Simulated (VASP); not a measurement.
# Au3C in VASP: relaxation of the atoms with PBEsol

Aim: the relaxation of the atoms of Au3C with PBEsol.

Everything below comes from runs of VASP 6.6.1. Logs are shortened: lines on timing, memory, paths and dates and some standing lists are left out, and cuts for length are marked.

## 1. The cell of the first run

The cell holds a slab with vacuum, 4 atoms: a = 2.888 Å, b = 2.888 Å, c = 19.533 Å, α = 90.00°, β = 90.00°, γ = 90.00°.

## 2. Relaxation of the atoms, PBEsol

INCAR reads:

```
PREC = Accurate ; ENCUT = 520
EDIFF = 1E-7 ; ISMEAR = 0
SIGMA = 0.1 ; LREAL = F
LASPH = T ; NELM = 120
ALGO = Normal ; ISIF = 2
LWAVE = F ; LCHARG = F
LDIPOL = T ; IDIPOL = 3
DIPOL = 0.5 0.5 0.335 ; GGA = PS
IBRION = 2 ; NSW = 50
EDIFFG = -0.025 ; GGA_COMPAT = F
NELMIN = 4 ; NELMDL = -8
```

KPOINTS reads:

```
regular mesh
0
Gamma
  9 9 1
```

POSCAR reads:

```
Au3C
1.0
    2.8877312819      0.0000000000      0.0000000000
    0.0000000000      2.8877312819      0.0000000000
    0.0000000000      0.0000000000     19.5329374166
Au C
3 1
Selective dynamics
Direct
    0.5000000000      0.5000000000      0.2047823077  F F F
    0.0000000000      0.0000000000      0.3080165616  F F F
    0.5000000000      0.5000000000      0.4112508654  T T T
    1.0000000000      1.0000000000      0.4153465116  F F T
```

Potentials or basis: VASP PAW PBE potentials, release 64 (Au, C).

Run with:

```
cat potpaw_PBE.64/Au/POTCAR potpaw_PBE.64/C/POTCAR > POTCAR
mpirun -np 1 vasp_std > vasp.out
```

OUTCAR:

```text
PREC = Accurate
   ENCUT = 520
   EDIFF = 1E-7
   ISMEAR = 0
   LREAL = F
   LASPH = T
   NELM = 120
   ISIF = 2
   GGA = PS
   IBRION = 2
   NSW = 50
   EDIFFG = -0.025
   NELMIN = 4
   NELMDL = -8

 ion  position               nearest neighbor table
   1  0.500  0.500  0.205-   2 2.87   2 2.87   2 2.87   2 2.87
   2  0.000  0.000  0.308-   4 2.10   1 2.87   1 2.87   1 2.87   1 2.87   3 2.87   3 2.87   3 2.87
                             3 2.87
   3  0.500  0.500  0.411-   4 2.04   4 2.04   4 2.04   4 2.04   2 2.87   2 2.87   2 2.87   2 2.87

   4  0.000  0.000  0.415-   3 2.04   3 2.04   3 2.04   3 2.04   2 2.10

  LATTYP: Found a simple tetragonal cell.
 ALAT       =     2.8877312819
 C/A-ratio  =     6.7641118615

  Lattice vectors:

 A1 = (   2.8877312819,   0.0000000000,   0.0000000000)
 A2 = (   0.0000000000,   2.8877312819,   0.0000000000)
 A3 = (   0.0000000000,   0.0000000000,  19.5329374166)

Analysis of symmetry for initial positions (statically):
=====================================================================
 Subroutine PRICEL returns:
 Original cell was already a primitive cell.

 Routine SETGRP: Setting up the symmetry group for a
 simple tetragonal supercell.

 Subroutine GETGRP returns: Found  8 space group operations
 (whereof  8 operations were pure point group operations)
 out of a pool of 16 trial point group operations.

The static configuration has the point symmetry C_4v.

Analysis of symmetry for dynamics (positions and initial velocities):
=====================================================================
 Subroutine PRICEL returns:
 Original cell was already a primitive cell.

 Routine SETGRP: Setting up the symmetry group for a
 simple tetragonal supercell.

 Subroutine GETGRP returns: Found  8 space group operations
 (whereof  8 operations were pure point group operations)
 out of a pool of 16 trial point group operations.

The dynamic configuration has the point symmetry C_4v.

Analysis of constrained symmetry for selective dynamics:
=====================================================================
 Subroutine PRICEL returns:
 Original cell was already a primitive cell.

 Routine SETGRP: Setting up the symmetry group for a
 simple tetragonal supercell.

 Subroutine GETGRP returns: Found  8 space group operations
 (whereof  8 operations were pure point group operations)
 out of a pool of 16 trial point group operations.

The constrained configuration has the point symmetry C_4v.

 Subroutine INISYM returns: Found  8 space group operations
 (whereof  8 operations are pure point group operations),
 and found     1 'primitive' translations

----------------------------------------------------------------------------------------

                                     Primitive cell

  volume of cell :     162.8850

  direct lattice vectors                    reciprocal lattice vectors
     2.887731282  0.000000000  0.000000000     0.346292609  0.000000000  0.000000000
     0.000000000  2.887731282  0.000000000     0.000000000  0.346292609  0.000000000
     0.000000000  0.000000000 19.532937417     0.000000000  0.000000000  0.051195577

  length of vectors
     2.887731282  2.887731282 19.532937417     0.346292609  0.346292609  0.051195577

  position of ions in fractional coordinates (direct lattice)
     0.500000000  0.500000000  0.204782308
     0.000000000  0.000000000  0.308016562
     0.500000000  0.500000000  0.411250865
     0.000000000  0.000000000  0.415346512

  ion indices of the primitive-cell ions
   primitive index   ion index
                 1           1
                 2           2
                 3           3
                 4           4
[... 43 lines left out ...]
  0.444444  0.444444  0.000000      4.000000
   k-points           NKPTS =     15   k-points in BZ     NKDIM =     15   number of bands    NBANDS=     22
   number of dos      NEDOS =    301   number of ions     NIONS =      4
   total plane-waves  NPLWV =  86400
   dimension x,y,z NGX =    24 NGY =   24 NGZ =  150
   dimension x,y,z NGXF=    48 NGYF=   48 NGZF=  300
   ions per type =               3   1
   NGX,Y,Z   is equivalent  to a cutoff of  13.82, 13.82, 12.77 a.u.
   NGXF,Y,Z  is equivalent  to a cutoff of  27.63, 27.63, 25.53 a.u.
 SYSTEM =  unknown system
   PREC   = accura    normal or accurate (medium, high low for compatibility)
   ISTART =      0    job   : 0-new  1-cont  2-samecut
   ICHARG =      2    charge: 1-file 2-atom 10-const
   ISPIN  =      1    spin polarized calculation?
   LNONCOLLINEAR =      F non collinear calculations
   LSORBIT =      F    spin-orbit coupling
   LASPH  =      T    aspherical Exc in radial PAW
   ENCUT  =  520.0 eV  38.22 Ry    6.18 a.u.   5.37  5.37 36.32*2*pi/ulx,y,z
   NELM   =    120;   NELMIN=  4; NELMDL= -8     # of ELM steps
   EDIFF  = 0.1E-06   stopping-criterion for ELM
   LREAL  =      F    real-space projection
   EDIFFG = -.3E-01   stopping-criterion for IOM
   NSW    =     50    number of steps for IOM
   IBRION =      2    ionic relax: 0-MD 1-quasi-New 2-CG
   NFREE  =      1    steps in history (QN), initial steepest desc. (CG)
   ISIF   =      2    stress and relaxation
   ISYM   =      2    0-nonsym 1-usesym 2-fastsym
   POTIM  = 0.5000    time-step for ionic-motion
   TEBEG  =    0.0;   TEEND  =   0.0 temperature during run
   PSTRESS=    0.0 pullay stress
   NELECT =      37.0000    total number of electrons
   NUPDOWN=      -1.0000    fix difference up-down
   EMIN   =  10.00;   EMAX   =-10.00  energy-range for DOS
   EFERMI =   0.00;   METHOD = LEGACY
   ISMEAR =     0;   SIGMA  =   0.10  broadening in eV -4-tet -1-fermi 0-gaus
   EFERMI_NEDOS =   21; number of points for ismear=-14 and -15
   IALGO  =     38    algorithm
   IMIX   =      4    mixing-type and parameters
     AMIX     =   0.40;   BMIX     =  1.00
     AMIX_MAG =   1.60;   BMIX_MAG =  1.00
  volume/ion in A,a.u.               =      40.72       274.80
  Fermi-wavevector in a.u.,A,eV,Ry     =   0.998884  1.887617 13.575473  0.997769
  Thomas-Fermi vector in A             =   2.131137
   LORBIT       =      0    0 simple, 1 ext, 2 COOP (PROOUT), +10 PAW based schemes
   GGA     = PS    functional components
   LHFCALC =     F    Hartree Fock is set to
   AEXX    =    0.0000 exact exchange contribution
   IVDW    =     0    specifies the selected vdW correction
   LEPSILON=     F    determine dielectric tensor
   LRPA    =     F    only Hartree local field effects (RPA)
 conjugate gradient relaxation of ions
 non-spin polarized calculation
 Gauss-broadening in eV      SIGMA  =   0.10
  energy-cutoff  :      520.00
  volume of cell :      162.89
 maximum number of plane-waves:      4431
 NGX is ok and might be reduce to    24
   NGX = 11   NGY = 11   NGZ = 73

 dipolmoment           0.000000      0.000000      0.001854 electrons x Angstroem

--------------------------------------- Ionic step        1  -------------------------------------------

 number of electron      37.0000005 magnetization

 Free energy of the ion-electron system (eV)
  ---------------------------------------------------
  ext. energy  EPLUGINS =         0.00000000
  ---------------------------------------------------
  free energy    TOTEN  =       -16.14416608 eV

  energy without entropy =      -16.12968115  energy(sigma->0) =      -16.13692362

------------------------ aborting loop because EDIFF is reached ----------------------------------------

  FORCE on cell =-STRESS in cart. coord.  units (eV):
  Direction    XX          YY          ZZ          XY          YZ          ZX
  --------------------------------------------------------------------------------------
  -------------------------------------------------------------------------------------
  Total        8.3951483      8.3951483      5.6361432      0.0000000      0.0000000      0.0000000
  in kB       82.5767601     82.5767601     55.4385019      0.0000000      0.0000000      0.0000000
  external PRESSURE =      73.5306741 kB  Pullay stress =       0.0000000 kB
[... 63 lines left out ...]
--------------------------------------- Ionic step        3  -------------------------------------------

 number of electron      37.0000005 magnetization

 E-fermi :   0.0284     XC(G=0):  -5.2470

 val. band max:        0.0166898279   @ k =   0.0000   0.0000   0.0000
 cond. band min:       0.0324020738   @ k =   0.3333   0.3333   0.0000
 fundamental gap:      0.0157122459
 Fermi energy:         0.0283600324

 k-point     1 :       0.0000    0.0000    0.0000
  band No.  band energies     occupation
      1     -14.9195      2.00000
      2      -8.5833      2.00000
      3      -7.6418      2.00000
      4      -6.6208      2.00000
      5      -6.2069      2.00000
      6      -6.0549      2.00000
[... 395 lines left out ...]
  FREE ENERGIE OF THE ION-ELECTRON SYSTEM (eV)
  ---------------------------------------------------
  free  energy   TOTEN  =       -16.7032720528 eV

  energy  without entropy=      -16.6890593255  energy(sigma->0) =      -16.69616569

[... ionic steps 4 to 8 ...]

--------------------------------------- Ionic step        9  -------------------------------------------

 number of electron      37.0000005 magnetization

------------------------ aborting loop because EDIFF is reached ----------------------------------------
[... 71 lines left out ...]
--------------------------------------- Ionic step       11  -------------------------------------------

 number of electron      37.0000005 magnetization

 dipolmoment           0.000000      0.000000     -0.036776 electrons x Angstroem

 Free energy of the ion-electron system (eV)
  ---------------------------------------------------
  ext. energy  EPLUGINS =         0.00000000
  ---------------------------------------------------
  free energy    TOTEN  =       -16.86412605 eV

  energy without entropy =      -16.85115558  energy(sigma->0) =      -16.85764081

 E-fermi :  -0.0299     XC(G=0):  -5.3835

 val. band max:       -0.0443359547   @ k =   0.0000   0.0000   0.0000
 cond. band min:       0.0363309769   @ k =   0.3333   0.3333   0.0000
 fundamental gap:      0.0806669317
 Fermi energy:        -0.0298625354

 k-point     1 :       0.0000    0.0000    0.0000
  band No.  band energies     occupation
      1     -14.1522      2.00000
      2      -8.2894      2.00000
      3      -7.1926      2.00000
      4      -6.5311      2.00000
      5      -6.1261      2.00000
      6      -5.6798      2.00000
[... 364 lines left out ...]
     21       3.9280      0.00000
     22       4.0360      0.00000

------------------------ aborting loop because EDIFF is reached ----------------------------------------

 vacuum level on the upper side and lower side of the slab       (xc-potential included)        -0.530         0.243

  FORCE on cell =-STRESS in cart. coord.  units (eV):
  Direction    XX          YY          ZZ          XY          YZ          ZX
  --------------------------------------------------------------------------------------
  -------------------------------------------------------------------------------------
  Total        1.7487787      1.7487787      0.0722377      0.0000000     -0.0000000      0.0000000
  in kB       17.2014210     17.2014210      0.7105479      0.0000000     -0.0000000      0.0000000
  external PRESSURE =      11.7044633 kB  Pullay stress =       0.0000000 kB
[... 19 lines left out ...]
  FREE ENERGIE OF THE ION-ELECTRON SYSTEM (eV)
  ---------------------------------------------------
  free  energy   TOTEN  =       -16.8641260474 eV

  energy  without entropy=      -16.8511555762  energy(sigma->0) =      -16.85764081

 reached required accuracy - stopping structural energy minimisation

 vacuum level on the upper side and lower side of the slab         4.436         5.229
```

Run time: 7.1 min. Hardware: 1 thread of AMD EPYC 7R13 (Zen 3), shared host; peak memory 0.28 GiB.

What came out:

| Quantity | Value |
| --- | --- |
| Free energy | -16.8641 eV |
| Energy gained by relaxing | 180.0 meV/atom |
| Ionic steps | 11 |
| Band gap on the k mesh | zero (an odd number of electrons rules out a gap without spin polarisation) |

Step by step:
```tsv
step	energy change (eV)	largest force on free atoms (eV/Å)	pressure (GPa)
1	0.0000	2.5395	7.35
2	-0.2782	1.9389	6.24
3	-0.5591	0.7612	4.29
4	-0.7093	0.3161	0.44
5	-0.7126	0.1917	1.70
6	-0.7188	0.1496	1.24
7	-0.7192	0.0996	1.03
8	-0.7197	0.0499	1.04
9	-0.7197	0.0475	1.04
10	-0.7198	0.0301	1.09
11	-0.7200	0.0009	1.17
```

Final structure:
```cif
data_structure
_symmetry_space_group_name_H-M 'P 1'
_symmetry_Int_Tables_number 1
_cell_length_a 2.8877
_cell_length_b 2.8877
_cell_length_c 19.5329
_cell_angle_alpha 90.000
_cell_angle_beta 90.000
_cell_angle_gamma 90.000
_cell_volume 162.89
loop_
_atom_site_label
_atom_site_type_symbol
_atom_site_fract_x
_atom_site_fract_y
_atom_site_fract_z
_atom_site_occupancy
Au1 Au 0.50000 0.50000 0.20478 1
Au2 Au 0.00000 0.00000 0.30802 1
Au3 Au 0.50000 0.50000 0.44686 1
C1 C 0.00000 0.00000 0.41445 1
```

Levels at points of the mesh, in eV from the Fermi level:
```
           k point  band 17  band 18  band 19  band 20  band 21  band 22
(0.00, 0.00, 0.00)    -1.87    -1.56    -0.01     0.83     0.83     2.94
```

Caveat: the PAW data sets were made with another functional, which shifts forces and pressure a little; spin-orbit coupling is left out, which moves the levels of the heavy elements.
